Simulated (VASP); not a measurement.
A run of VASP 6.6.1 is set up as follows.

INCAR

```
PREC = Accurate
ENCUT = 520
EDIFF = 1E-6
ISMEAR = -1
SIGMA = 0.3447
LREAL = Auto
LASPH = T
NELM = 120
ALGO = Normal
ISIF = 2
LWAVE = F
LCHARG = T
GGA = PE
LELF = T
LVHAR = T
NBANDS = 60
ISYM = -1
GGA_COMPAT = F
```

The input KPOINTS:

```
explicit points
1
Reciprocal
  0.25000000   0.25000000   0.25000000 1
```

The input POSCAR:

```
Si9C3N8
1.0
    6.5417270000     -0.1058040000     -0.0528750000
   -0.1058040000      5.8803450000     -0.0308140000
   -0.0528750000     -0.0308140000      6.2531300000
Si C N
9 3 8
Direct
    0.6798190153      0.6939855158      0.8501553462
    0.7227362543     -0.0926519967      0.4107843113
    0.0182934513      0.8942973142     -0.0978055560
    0.3100705425     -0.0026215614      0.2721363860
    0.4514309049      0.5225084540      0.1132530404
    0.3594651197      0.8149366647      0.6109526232
    0.6526537891      0.3693847172      0.4857594980
    0.0013642417      0.2424457150      0.4401280409
    0.8913604188      0.5411460374      0.2043518296
    0.1877116811      0.7285719696      1.1134514190
    1.2433190674      0.4646760109      0.8033727145
    0.9262155178      0.3692624042     -0.0951182692
    0.0688447689      0.4088754383      0.7286813572
    0.4789800211      0.6030248642      0.4950750547
    0.4744142369      0.2600944448      0.2969151774
    0.1050353794      0.9432988855      0.6448601832
    0.6381982364     -0.0767969279      0.6965873588
    0.9681148872      0.1939160529      0.0029163641
    0.7172637539      0.4457413904      0.7667223288
    0.5944244821      0.7730327512      0.0970917646
```

Potentials or basis: VASP PAW PBE potentials, release 64 (Si, C, N).

Launch:

```bash
$ cat potpaw_PBE.64/Si/POTCAR potpaw_PBE.64/C/POTCAR potpaw_PBE.64/N/POTCAR > POTCAR
$ mpirun -np 1 vasp_std > vasp.out
```

Task: What does it give for the largest force?

Result: 6.952 eV/Å.

Task: Predict the pressure.

Result: 1.6 GPa.

Stress tensor (GPa, compression positive):
```
-2.72  3.81 -3.17
 3.81  4.82 -0.26
-3.17 -0.26  2.68
```

Caveat: the atoms stand as in a frame of molecular dynamics.
